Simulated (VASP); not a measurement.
Wanted: the native input for a VASP 6.6.1 run.

| Quantity | Value |
| --- | --- |
| Task | single point |
| Functional | PBE |
| Potentials or basis | VASP PAW PBE potentials, release 64 (Mo_sv) |
| Cutoff | 520 eV |
| k mesh | 22 × 22 × 22 |
| Occupations | gaussian, width 0.15 eV |
| Spin | no spin polarisation |
| Dipole correction | no |
| Further INCAR settings | ALGO = Fast; EDIFF = 1e-07; NBANDS = 13 |

The structure of Mo lies in POSCAR:

```
Mo
1.0
    0.0000000000      1.7602646364      2.6403969547
    1.7602646364      0.0000000000      2.6403969547
    1.7602646364      1.7602646364      0.0000000000
Mo
1
Direct
    0.0000000000      0.0000000000      0.0000000000
```

This cell differs from its parent crystal: ratio of the length along z to the lengths across it x 1.5, volume and fractional coordinates fixed.

One way to write it, as run:

INCAR

```
SYSTEM = Mo
PREC = Accurate ; ENCUT = 520
EDIFF = 1E-7 ; ISMEAR = 0
SIGMA = 0.15 ; LREAL = .False.
LASPH = .True. ; NELM = 100
ALGO = Fast ; ISIF = 2
LWAVE = .False. ; LCHARG = .False.
GGA = PE ; NBANDS = 13
```

KPOINTS

```
Automatic mesh
0
Gamma
  22 22 22
  0 0 0
```

Potentials or basis: VASP PAW PBE potentials, release 64 (Mo_sv).

Command:

```console
$ cat potpaw_PBE.64/Mo_sv/POTCAR > POTCAR
$ mpirun -np 1 vasp_std > vasp.out
```

It gave:

The pressure is 7.2 GPa. The band gap on the k mesh is zero (band 7 reaches 13.01 eV, above the bottom of band 8 at 11.24 eV).

Wall time 98 s on 1 thread of AMD EPYC 9R45 96-Core Processor (Zen 5), on a shared host, peak memory 0.24 GiB.
